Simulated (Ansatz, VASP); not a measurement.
**Two plane-wave programs on Ni**

```
Ni
1.0
    -1.40166    1.40166    1.40166
     1.40166   -1.40166    1.40166
     1.40166    1.40166   -1.40166
Ni
1
Direct
  0.00000 0.00000 0.00000
```

Alike in both runs: task single point; functional PBE; k mesh 20 × 20 × 20; occupations gaussian, width 0.05 eV; collinear spin.

|  | VASP | Ansatz |
| --- | --- | --- |
| version | VASP 6.6.1 | Ansatz 0.2.0 |
| potentials or method | VASP PAW PBE potentials, release 64 (Ni), cutoff 600 eV | scalar-relativistic, plane waves, PAW |
| valence electrons in the cell | 10 | 18 |

```tsv
	VASP	Ansatz	Ansatz less VASP
pressure (GPa)	-0.7	-0.5	+0.22
net moment per atom (μB)	0.58	0.58	+0.006
size of the moment on the site where the two differ most (μB)	0.59	0.61	+0.027
```

Site moments also hang on the region over which each program counts them. VASP's potentials hold 10 valence electrons a cell and Ansatz's 18, so a difference there can come from the potentials and not from the codes.
